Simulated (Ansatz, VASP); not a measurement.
# Zr: VASP beside Ansatz

INCAR

```
  ALGO = Normal
  EDIFF = 1E-7
  ENCUT = 520
  GGA = PE
  ISIF = 2
  ISMEAR = -1
  LASPH = T
  LCHARG = F
  LREAL = F
  LWAVE = F
  NBANDS = 19
  NELM = 80
  PREC = Accurate
  SIGMA = 0.05
```

File KPOINTS:

```
k-points
0
Gamma
  15 15 8
```

POSCAR

```
Zr
1.0
    3.2314740222      0.0000000000      0.0000000000
   -1.6157370111      2.7985385949      0.0000000000
    0.0000000000      0.0000000000      5.1717654041
Zr
2
Direct
    0.3333333333      0.6666666667      0.2500000000
    0.6666666667      0.3333333333      0.7500000000
```

Input for Ansatz:

```yaml
crystal:
  lattice:
    - [3.2314740222, 0.0, 0.0]
    - [-1.6157370111, 2.7985385949, 0.0]
    - [0.0, 0.0, 5.1717654041]
  atoms:
    - { symbol: Zr, position: [0.3333333333, 0.6666666667, 0.25] }
    - { symbol: Zr, position: [0.6666666667, 0.3333333333, 0.75] }
kpoints:
  mp_grid: { grid: [15, 15, 8] }
  band_path:
    path:
      - [0.0, 0.0, 0.0]
      - [0.5, 0.0, 0.0]
      - [0.3333333333, 0.3333333333, 0.0]
      - [0.0, 0.0, 0.0]
      - [0.0, 0.0, 0.5]
      - [0.5, 0.0, 0.5]
      - [0.3333333333, 0.3333333333, 0.5]
      - [0.0, 0.0, 0.5]
      - [0.5, 0.0, 0.5]
    npoints: 14
scf:
  occupations: { method: fermi_dirac, width: 0.05 }
hamiltonian:
  xc: pbe
  pseudopotentials: { kind: all_electron, lapw: { basis_error: 0.001 } }
output:
  forces: true
  stress: true
  eigenvalues: true
  populations: true
  dos: { projected: true, de: 0.2, e_range: [-14, 8] }
```

Alike in both runs: task single point; functional PBE; k mesh 15 × 15 × 8; occupations fermi-dirac, width 0.05 eV; no spin polarisation.

|  | VASP | Ansatz |
| --- | --- | --- |
| version | VASP 6.6.1 | Ansatz 0.2.0 |
| potentials or method | VASP PAW PBE potentials, release 64 (Zr_sv), cutoff 520 eV | all-electron LAPW, scalar-relativistic |

|  | VASP | Ansatz | Ansatz less VASP |
| --- | --- | --- | --- |
| pressure (GPa) | 0.0 | 0.0 | +0.01 |

Ansatz ran all-electron here, and VASP with PAW potentials.
